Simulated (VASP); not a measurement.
# NbGaSe3 (Pm-3m) in VASP: further runs

Runs on NbGaSe3. Level: PBE. Tasks: single point.

All numbers are computed with VASP 6.6.1; they aren't measurements. Logs are shortened: lines on timing, memory, paths and dates and some standing lists are left out, and cuts for length are marked.

### Step 1. The cell of the first run

The structure is cubic, space group Pm-3m (No. 221). The conventional cell has a = 4.653 Å, b = 4.653 Å, c = 4.653 Å, α = 90.00°, β = 90.00°, γ = 90.00°. Nb (site symmetry m-3m) has 6 Se at 2.33 Å within 3.1 Å. Ga (site symmetry m-3m) has 12 Se at 3.29 Å and 8 Nb at 4.03 Å within 4.3 Å. Se (site symmetry 4/mmm) has 2 Nb at 2.33 Å within 3.1 Å.

The cell was generated, and may not be a known phase.

### Step 2. Single point, PBE

File INCAR:

```
PREC = Accurate ; ENCUT = 520
EDIFF = 1E-7 ; ISMEAR = 0
SIGMA = 0.1 ; LREAL = F
LASPH = T ; NELM = 60
ALGO = Normal ; ISIF = 2
LWAVE = F ; LCHARG = F
GGA = PE ; NBANDS = 30
```

File KPOINTS:

```
regular mesh
0
Gamma
  4 4 4
```

File POSCAR:

```
NbGaSe3
1.0
    4.6533150400      0.0000000000      0.0000000000
    0.0000000000      4.6533150400      0.0000000000
    0.0000000000      0.0000000000      4.6533150400
Nb Ga Se
1 1 3
Direct
    0.5000000000      0.5000000000      0.5000000000
    0.0000000000      0.0000000000      0.0000000000
    0.5000000000      0.5000000000      0.0000000000
    0.0000000000      0.5000000000      0.5000000000
    0.5000000000      0.0000000000      0.5000000000
```

Potentials or basis: VASP PAW PBE potentials, release 64 (Nb_sv, Ga_d, Se).

Command:

```console
$ cat potpaw_PBE.64/Nb_sv/POTCAR potpaw_PBE.64/Ga_d/POTCAR potpaw_PBE.64/Se/POTCAR > POTCAR
$ mpirun -np 1 vasp_std > vasp.out
```

OUTCAR:

```text
PREC = Accurate
   ENCUT = 520
   EDIFF = 1E-7
   ISMEAR = 0
   LREAL = F
   LASPH = T
   NELM = 60
   ISIF = 2
   GGA = PE

 ion  position               nearest neighbor table
   1  0.500  0.500  0.500-   3 2.33   4 2.33   5 2.33   3 2.33   5 2.33   4 2.33
   2  0.000  0.000  0.000-
   3  0.500  0.500  0.000-   1 2.33   1 2.33
   4  0.000  0.500  0.500-   1 2.33   1 2.33
   5  0.500  0.000  0.500-   1 2.33   1 2.33

  LATTYP: Found a simple cubic cell.
 ALAT       =     4.6533150400

  Lattice vectors:

 A1 = (   4.6533150400,   0.0000000000,   0.0000000000)
 A2 = (   0.0000000000,   4.6533150400,   0.0000000000)
 A3 = (   0.0000000000,   0.0000000000,   4.6533150400)

Analysis of symmetry for initial positions (statically):
=====================================================================
 Subroutine PRICEL returns:
 Original cell was already a primitive cell.

 Routine SETGRP: Setting up the symmetry group for a
 simple cubic supercell.

 Subroutine GETGRP returns: Found 48 space group operations
 (whereof 48 operations were pure point group operations)
 out of a pool of 48 trial point group operations.

The static configuration has the point symmetry O_h .

Analysis of symmetry for dynamics (positions and initial velocities):
=====================================================================
 Subroutine PRICEL returns:
 Original cell was already a primitive cell.

 Routine SETGRP: Setting up the symmetry group for a
 simple cubic supercell.

 Subroutine GETGRP returns: Found 48 space group operations
 (whereof 48 operations were pure point group operations)
 out of a pool of 48 trial point group operations.

The dynamic configuration has the point symmetry O_h .

 Subroutine INISYM returns: Found 48 space group operations
 (whereof 48 operations are pure point group operations),
 and found     1 'primitive' translations

----------------------------------------------------------------------------------------

                                     Primitive cell

  volume of cell :     100.7598

  direct lattice vectors                    reciprocal lattice vectors
     4.653315040  0.000000000  0.000000000     0.214900558  0.000000000  0.000000000
     0.000000000  4.653315040  0.000000000     0.000000000  0.214900558  0.000000000
     0.000000000  0.000000000  4.653315040     0.000000000  0.000000000  0.214900558

  length of vectors
     4.653315040  4.653315040  4.653315040     0.214900558  0.214900558  0.214900558

  position of ions in fractional coordinates (direct lattice)
     0.500000000  0.500000000  0.500000000
     0.000000000  0.000000000  0.000000000
     0.500000000  0.500000000  0.000000000
     0.000000000  0.500000000  0.500000000
     0.500000000  0.000000000  0.500000000

  ion indices of the primitive-cell ions
   primitive index   ion index
                 1           1
                 2           2
                 3           3
                 4           4
                 5           5

----------------------------------------------------------------------------------------

 KPOINTS: regular mesh

Automatic generation of k-mesh.
 Grid dimensions read from file:
 generate k-points for:    4    4    4

 Generating k-lattice:

  Cartesian coordinates                     Fractional coordinates (reciprocal lattice)
     0.053725140  0.000000000  0.000000000     0.250000000  0.000000000  0.000000000
     0.000000000  0.053725140  0.000000000     0.000000000  0.250000000  0.000000000
     0.000000000  0.000000000  0.053725140     0.000000000  0.000000000  0.250000000

  Length of vectors
     0.053725140  0.053725140  0.053725140

  Shift w.r.t. Gamma in fractional coordinates (k-lattice)
     0.000000000  0.000000000  0.000000000

 Subroutine IBZKPT returns following result:
 ===========================================

 Found     10 irreducible k-points:

 Following reciprocal coordinates:
            Coordinates               Weight
  0.000000  0.000000  0.000000      1.000000
  0.250000  0.000000  0.000000      6.000000
  0.500000  0.000000  0.000000      3.000000
  0.250000  0.250000  0.000000     12.000000
  0.500000  0.250000  0.000000     12.000000
  0.500000  0.500000  0.000000      3.000000
  0.250000  0.250000  0.250000      8.000000
  0.500000  0.250000  0.250000     12.000000
  0.500000  0.500000  0.250000      6.000000
  0.500000  0.500000  0.500000      1.000000
   k-points           NKPTS =     10   k-points in BZ     NKDIM =     10   number of bands    NBANDS=     30
   number of dos      NEDOS =    301   number of ions     NIONS =      5
   total plane-waves  NPLWV =  46656
   dimension x,y,z NGX =    36 NGY =   36 NGZ =   36
   dimension x,y,z NGXF=    72 NGYF=   72 NGZF=   72
   ions per type =               1   1   3
   NGX,Y,Z   is equivalent  to a cutoff of  12.86, 12.86, 12.86 a.u.
   NGXF,Y,Z  is equivalent  to a cutoff of  25.72, 25.72, 25.72 a.u.
 SYSTEM =  unknown system
   PREC   = accura    normal or accurate (medium, high low for compatibility)
   ISTART =      0    job   : 0-new  1-cont  2-samecut
   ICHARG =      2    charge: 1-file 2-atom 10-const
   ISPIN  =      1    spin polarized calculation?
   LNONCOLLINEAR =      F non collinear calculations
   LSORBIT =      F    spin-orbit coupling
   LASPH  =      T    aspherical Exc in radial PAW
   ENCUT  =  520.0 eV  38.22 Ry    6.18 a.u.   8.65  8.65  8.65*2*pi/ulx,y,z
   NELM   =     60;   NELMIN=  2; NELMDL= -5     # of ELM steps
   EDIFF  = 0.1E-06   stopping-criterion for ELM
   LREAL  =      F    real-space projection
   EDIFFG = 0.1E-05   stopping-criterion for IOM
   NSW    =      0    number of steps for IOM
   IBRION =     -1    ionic relax: 0-MD 1-quasi-New 2-CG
   NFREE  =      0    steps in history (QN), initial steepest desc. (CG)
   ISIF   =      2    stress and relaxation
   ISYM   =      2    0-nonsym 1-usesym 2-fastsym
   POTIM  = 0.5000    time-step for ionic-motion
   TEBEG  =    0.0;   TEEND  =   0.0 temperature during run
   PSTRESS=    0.0 pullay stress
   NELECT =      44.0000    total number of electrons
   NUPDOWN=      -1.0000    fix difference up-down
   EMIN   =  10.00;   EMAX   =-10.00  energy-range for DOS
   EFERMI =   0.00;   METHOD = LEGACY
   ISMEAR =     0;   SIGMA  =   0.10  broadening in eV -4-tet -1-fermi 0-gaus
   EFERMI_NEDOS =   21; number of points for ismear=-14 and -15
   IALGO  =     38    algorithm
   IMIX   =      4    mixing-type and parameters
     AMIX     =   0.40;   BMIX     =  1.00
     AMIX_MAG =   1.60;   BMIX_MAG =  1.00
  volume/ion in A,a.u.               =      20.15       135.99
  Fermi-wavevector in a.u.,A,eV,Ry     =   1.242024  2.347085 20.988663  1.542623
  Thomas-Fermi vector in A             =   2.376396
   LORBIT       =      0    0 simple, 1 ext, 2 COOP (PROOUT), +10 PAW based schemes
   GGA     = PE    functional components
   LHFCALC =     F    Hartree Fock is set to
   AEXX    =    0.0000 exact exchange contribution
   IVDW    =     0    specifies the selected vdW correction
   LEPSILON=     F    determine dielectric tensor
   LRPA    =     F    only Hartree local field effects (RPA)
 non-spin polarized calculation
 Gauss-broadening in eV      SIGMA  =   0.10
  energy-cutoff  :      520.00
  volume of cell :      100.76
 maximum number of plane-waves:      2800
 NGX is ok and might be reduce to    36
   NGX = 17   NGY = 17   NGZ = 17

 number of electron      43.9999997 magnetization

 Free energy of the ion-electron system (eV)
  ---------------------------------------------------
  ext. energy  EPLUGINS =         0.00000000
  ---------------------------------------------------
  free energy    TOTEN  =       -22.98485110 eV

  energy without entropy =      -22.98485110  energy(sigma->0) =      -22.98485110

 E-fermi :   6.3993     XC(G=0): -10.5681

 val. band max:        5.9711407297   @ k =   0.0000   0.0000   0.0000
 cond. band min:       6.8470029962   @ k =   0.5000   0.5000   0.0000
 fundamental gap:      0.8758622665
 Fermi energy:         6.3992810213

 k-point     1 :       0.0000    0.0000    0.0000
  band No.  band energies     occupation
      1     -49.1223      2.00000
      2     -25.4425      2.00000
      3     -25.4425      2.00000
      4     -25.4425      2.00000
      5      -8.5931      2.00000
      6      -8.5722      2.00000
[... 22 lines left out ...]
     29      11.2668      0.00000
     30      11.2675      0.00000

 k-point     2 :       0.2500    0.0000    0.0000
  band No.  band energies     occupation
      1     -49.1227      2.00000
      2     -25.4525      2.00000
      3     -25.4416      2.00000
      4     -25.4416      2.00000
      5      -8.5673      2.00000
      6      -8.5671      2.00000
[... 22 lines left out ...]
     29      10.3602      0.00000
     30      10.7176      0.00000

 k-point     3 :       0.5000    0.0000    0.0000
  band No.  band energies     occupation
      1     -49.1230      2.00000
      2     -25.4624      2.00000
      3     -25.4407      2.00000
      4     -25.4407      2.00000
      5      -8.5626      2.00000
      6      -8.5621      2.00000
[... 22 lines left out ...]
     29       9.9977      0.00000
     30      11.2137      0.00000

 k-point     4 :       0.2500    0.2500    0.0000
  band No.  band energies     occupation
      1     -49.1230      2.00000
      2     -25.4516      2.00000
      3     -25.4514      2.00000
      4     -25.4407      2.00000
      5      -8.5730      2.00000
      6      -8.5631      2.00000
[... 22 lines left out ...]
     29      10.1314      0.00000
     30      12.3443      0.00000

 k-point     5 :       0.5000    0.2500    0.0000
  band No.  band energies     occupation
      1     -49.1233      2.00000
      2     -25.4614      2.00000
      3     -25.4506      2.00000
      4     -25.4397      2.00000
      5      -8.5803      2.00000
      6      -8.5608      2.00000
[... 22 lines left out ...]
     29      10.0781      0.00000
     30      12.8460      0.00000

 k-point     6 :       0.5000    0.5000    0.0000
  band No.  band energies     occupation
      1     -49.1237      2.00000
      2     -25.4604      2.00000
      3     -25.4604      2.00000
      4     -25.4388      2.00000
      5      -8.5951      2.00000
      6      -8.5607      2.00000
[... 22 lines left out ...]
     29      10.4658      0.00000
     30      13.8448      0.00000

 k-point     7 :       0.2500    0.2500    0.2500
  band No.  band energies     occupation
      1     -49.1233      2.00000
      2     -25.4507      2.00000
      3     -25.4505      2.00000
      4     -25.4505      2.00000
      5      -8.5712      2.00000
      6      -8.5664      2.00000
[... 22 lines left out ...]
     29      12.0554      0.00000
     30      12.0554      0.00000

 k-point     8 :       0.5000    0.2500    0.2500
  band No.  band energies     occupation
      1     -49.1237      2.00000
      2     -25.4604      2.00000
      3     -25.4497      2.00000
      4     -25.4495      2.00000
      5      -8.5768      2.00000
      6      -8.5706      2.00000
[... 22 lines left out ...]
     29      11.6881      0.00000
     30      13.0028      0.00000

 k-point     9 :       0.5000    0.5000    0.2500
  band No.  band energies     occupation
      1     -49.1240      2.00000
      2     -25.4594      2.00000
      3     -25.4594      2.00000
      4     -25.4486      2.00000
      5      -8.5851      2.00000
      6      -8.5697      2.00000
[... 22 lines left out ...]
     29      11.9649      0.00000
     30      13.8711      0.00000

 k-point    10 :       0.5000    0.5000    0.5000
  band No.  band energies     occupation
      1     -49.1243      2.00000
      2     -25.4585      2.00000
      3     -25.4585      2.00000
      4     -25.4585      2.00000
      5      -8.5783      2.00000
      6      -8.5783      2.00000
[... 22 lines left out ...]
     29      12.7527      0.00000
     30      12.7527      0.00000

------------------------ aborting loop because EDIFF is reached ----------------------------------------

  FORCE on cell =-STRESS in cart. coord.  units (eV):
  Direction    XX          YY          ZZ          XY          YZ          ZX
  --------------------------------------------------------------------------------------
  -------------------------------------------------------------------------------------
  Total       18.9404819     18.9404819     18.9404819     -0.0000000      0.0000000     -0.0000000
  in kB      301.1717539    301.1717539    301.1717539     -0.0000000      0.0000000     -0.0000000
  external PRESSURE =     301.1717539 kB  Pullay stress =       0.0000000 kB

 VOLUME and BASIS-vectors are now :
 -----------------------------------------------------------------------------
  energy-cutoff  :      520.00
  volume of cell :      100.76
      direct lattice vectors                 reciprocal lattice vectors
     4.653315040  0.000000000  0.000000000     0.214900558  0.000000000  0.000000000
     0.000000000  4.653315040  0.000000000     0.000000000  0.214900558  0.000000000
     0.000000000  0.000000000  4.653315040     0.000000000  0.000000000  0.214900558

 POSITION                                       TOTAL-FORCE (eV/Angst)
 -----------------------------------------------------------------------------------
      2.32666      2.32666      2.32666         0.000000      0.000000      0.000000
      0.00000      0.00000      0.00000         0.000000      0.000000      0.000000
      2.32666      2.32666      0.00000         0.000000      0.000000      0.000000
      0.00000      2.32666      2.32666         0.000000      0.000000      0.000000
      2.32666      0.00000      2.32666         0.000000      0.000000      0.000000
 -----------------------------------------------------------------------------------
    total drift:                                0.000000      0.000000      0.000000

  FREE ENERGIE OF THE ION-ELECTRON SYSTEM (eV)
  ---------------------------------------------------
  free  energy   TOTEN  =       -22.9848511023 eV

  energy  without entropy=      -22.9848511022  energy(sigma->0) =      -22.98485110
```

Wall time 25 s (1 thread of Intel Xeon Platinum 8559C (Emerald Rapids), shared host); peak memory 0.21 GiB.

Results:

```yaml
Free_energy: -22.9849 eV
Pressure: 30.1 GPa
Band_gap_on_the_k_mesh: zero (bands 22 and 23 overlap by 1.21 eV)
```

Levels at points of the mesh, in eV from the Fermi level:
```csv
k point,band 18,band 19,band 20,band 21,band 22,band 23,band 24,band 25,band 26,band 27
"(0.00, 0.00, 0.00)",-1.62,-1.62,-1.41,-1.41,-1.41,-0.43,-0.43,-0.43,1.77,1.77
"(0.50, 0.00, 0.00)",-3.79,-2.43,-1.34,-0.58,-0.58,-0.56,1.31,1.84,1.84,1.91
"(0.50, 0.50, 0.00)",-3.29,-3.29,-2.84,-2.51,0.45,1.42,2.28,2.28,2.64,3.00
"(0.50, 0.50, 0.50)",-5.59,-5.06,0.50,0.50,0.50,1.46,1.46,1.46,6.11,6.11
```

Caveat: the cell stands under pressure.

### Step 3. Single point, PBE

This run uses another cell than the first one, of 26.03 Å³/atom.

File INCAR:

```
PREC = Accurate
ENCUT = 520
EDIFF = 1E-6
ISMEAR = 0
SIGMA = 0.1
LREAL = False
LASPH = True
NELM = 100
ALGO = Normal
ISIF = 2
LWAVE = False
LCHARG = False
GGA = PE
NBANDS = 30
```

File KPOINTS:

```
Automatic mesh
0
Gamma
  4 4 4
```

POSCAR: that of step 2 with these lines changed.

```diff
@@ -2,5 +2,5 @@
 1.0
-    4.6533150400      0.0000000000      0.0000000000
-    0.0000000000      4.6533150400      0.0000000000
-    0.0000000000      0.0000000000      4.6533150400
+    5.0676335847      0.0000000000      0.0000000000
+    0.0000000000      5.0676335847      0.0000000000
+    0.0000000000      0.0000000000      5.0676335847
 Nb Ga Se
```

Potentials or basis: VASP PAW PBE potentials, release 64 (Nb_sv, Ga_d, Se).

Command:

```console
$ cat potpaw_PBE.64/Nb_sv/POTCAR potpaw_PBE.64/Ga_d/POTCAR potpaw_PBE.64/Se/POTCAR > POTCAR
$ mpirun -np 1 vasp_std > vasp.out
```

Wall time 31 s (1 thread of Intel Xeon Platinum 8559C (Emerald Rapids), shared host); peak memory 0.26 GiB.

It converged, with:

| Property | Result |
| --- | --- |
| Free energy | -25.1981 eV |
| Pressure | 0.1 GPa |
| Band gap on the k mesh | zero (bands 22 and 23 overlap by 1.01 eV) |

Levels at points of the mesh, in eV from the Fermi level:
| k point | band 20 | band 21 | band 22 | band 23 | band 24 | band 25 |
| --- | --- | --- | --- | --- | --- | --- |
| (0.00, 0.00, 0.00) | -0.70 | -0.70 | -0.70 | -0.55 | -0.55 | -0.55 |
| (0.50, 0.00, 0.00) | -0.86 | -0.66 | -0.58 | -0.58 | 1.17 | 1.54 |
| (0.50, 0.50, 0.00) | -2.29 | -2.29 | 0.32 | 1.73 | 1.73 | 1.88 |
| (0.50, 0.50, 0.50) | 0.35 | 0.35 | 0.35 | 1.36 | 1.36 | 1.36 |

The gap in the log of VASP goes by the Fermi energy; the results here count the filled bands.